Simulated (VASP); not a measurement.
Set up this calculation in VASP 6.6.1, as the native input.

- Task: single point
- Functional: LDA
- Potentials or basis: VASP PAW LDA potentials, release 64 (Pb_d)
- Cutoff: 500 eV
- k mesh: 11 × 11 × 11
- Occupations: fermi-dirac, width 0.1 eV
- Spin: no spin polarisation
- Dipole correction: no
- Further INCAR settings: ALGO = Normal; EDIFF = 1e-06; NBANDS = 13

The structure of Pb lies in POSCAR:

```
Pb
1.0
    0.0000000000      2.4750200000      2.4750200000
    2.4750200000      0.0000000000      2.4750200000
    2.4750200000      2.4750200000      0.0000000000
Pb
1
Direct
    0.0000000000      0.0000000000      0.0000000000
```

These files were run (other wordings do the same):

INCAR

```
  PREC = Accurate
  ENCUT = 500
  EDIFF = 1E-6
  ISMEAR = -1
  SIGMA = 0.1
  LREAL = F
  LASPH = T
  NELM = 120
  ALGO = Normal
  ISIF = 2
  LWAVE = F
  LCHARG = F
  NBANDS = 13
  GGA_COMPAT = F
```

KPOINTS

```
Automatic mesh
0
Gamma
  11 11 11
```

Potentials or basis: VASP PAW LDA potentials, release 64 (Pb_d).

Run with:

```bash
$ cat potpaw_LDA.64/Pb_d/POTCAR > POTCAR
$ mpirun -np 1 vasp_std > vasp.out
```

It gave:

The pressure is -2.1 GPa and the band gap on the k mesh is zero (band 7 reaches 14.35 eV, above the bottom of band 8 at 5.56 eV).

Caveat: spin-orbit coupling is left out, which moves the levels of the heavy elements.

It took 34 s on 1 thread of AMD EPYC 7R13, on a shared host, peak memory 0.12 GiB.
